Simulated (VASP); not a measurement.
# ZrN: single point with PBE

ZrN:

```
Zr N
1.0
     0.00000    2.29427    2.29427
     2.29427    0.00000    2.29427
     2.29427    2.29427    0.00000
Zr N
1 1
Direct
  0.50000 0.50000 0.50000
  0.00000 0.00000 0.00000
```

```json
{
  "Program": "VASP 6.6.1",
  "Task": "single point",
  "Functional": "PBE",
  "Potentials or basis": "VASP PAW PBE potentials, release 64 (Zr_sv, N)",
  "Cutoff": "600 eV",
  "k mesh": "2 × 2 × 2, shifted",
  "Occupations": "gaussian, width 0.1 eV",
  "Spin": "no spin polarisation",
  "Dipole correction": "no",
  "Further INCAR settings": "ALGO = Normal; EDIFF = 1e-06; NBANDS = 16; ISYM = 0"
}
```

The pressure is -0.5 GPa.

Levels at points of the mesh, in eV from the Fermi level:
| k point | band 4 | band 5 | band 6 | band 7 | band 8 | band 9 | band 10 | band 11 | band 12 | band 13 |
| --- | --- | --- | --- | --- | --- | --- | --- | --- | --- | --- |
| (0.12, 0.12, 0.12) | -27.29 | -15.74 | -3.60 | -3.22 | -3.22 | 0.00 | 0.05 | 0.05 | 2.66 | 2.66 |

It took 21 s on 1 thread of Intel(R) Xeon(R) Platinum 8488C (Sapphire Rapids), with other jobs on the host, peak memory 0.16 GiB.

Caveat: the k points lie up to 1.19 Å⁻¹ apart.
